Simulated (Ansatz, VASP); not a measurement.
# PbSe: VASP beside Ansatz

File INCAR:

```
  PREC = Accurate
  ENCUT = 500
  EDIFF = 1E-6
  ISMEAR = 0
  SIGMA = 0.1
  LREAL = False
  LASPH = True
  NELM = 120
  ALGO = Normal
  ISIF = 2
  LWAVE = False
  LCHARG = True
  GGA = PS
  LELF = True
  LVHAR = True
  NBANDS = 17
  GGA_COMPAT = False
```

KPOINTS

```
regular mesh
0
Gamma
  6 6 6
```

POSCAR

```
PbSe
1.0
    0.0000000000      3.1422313984      3.1422313984
    3.1422313984      0.0000000000      3.1422313984
    3.1422313984      3.1422313984      0.0000000000
Pb Se
1 1
Direct
    0.0000000000      0.0000000000      0.0000000000
    0.5000000000      0.5000000000      0.5000000000
```

Input for Ansatz:

```yaml
crystal:
  lattice:
    - [0.0, 3.1422313984, 3.1422313984]
    - [3.1422313984, 0.0, 3.1422313984]
    - [3.1422313984, 3.1422313984, 0.0]
  atoms:
    - { symbol: Pb, position: [0.0, 0.0, 0.0] }
    - { symbol: Se, position: [0.5, 0.5, 0.5] }
basis:
  ecutwfc: 420
kpoints:
  mp_grid: { grid: [6, 6, 6] }
hamiltonian:
  xc: pbesol
scf:
  occupations: { method: gaussian, width: 0.1 }
output:
  forces: true
  stress: true
  eigenvalues: true
```

Alike in both runs: task single point; functional PBEsol; k mesh 6 × 6 × 6; occupations gaussian, width 0.1 eV; no spin polarisation.

|  | VASP | Ansatz |
| --- | --- | --- |
| version | VASP 6.6.1 | Ansatz 0.2.0 |
| potentials or method | VASP PAW PBE potentials, release 64 (Pb_d, Se), cutoff 500 eV | scalar-relativistic, plane waves, PAW |
| valence electrons in the cell | 20 | 30 |

```tsv
	VASP	Ansatz	Ansatz less VASP
gap on the k mesh at the Fermi level (eV)	0.44	0.44	-0.003
least direct gap on the mesh (eV)	0.44	0.44	-0.003
pressure (GPa)	-3.9	-3.9	+0.01
```

VASP's potentials were made for PBE, not for PBEsol. The functional is the same, so the differences come from potentials, cutoffs and numerics. VASP's potentials hold 20 valence electrons a cell and Ansatz's 30, so a difference there can come from the potentials and not from the codes.

Spin-orbit coupling is off throughout.
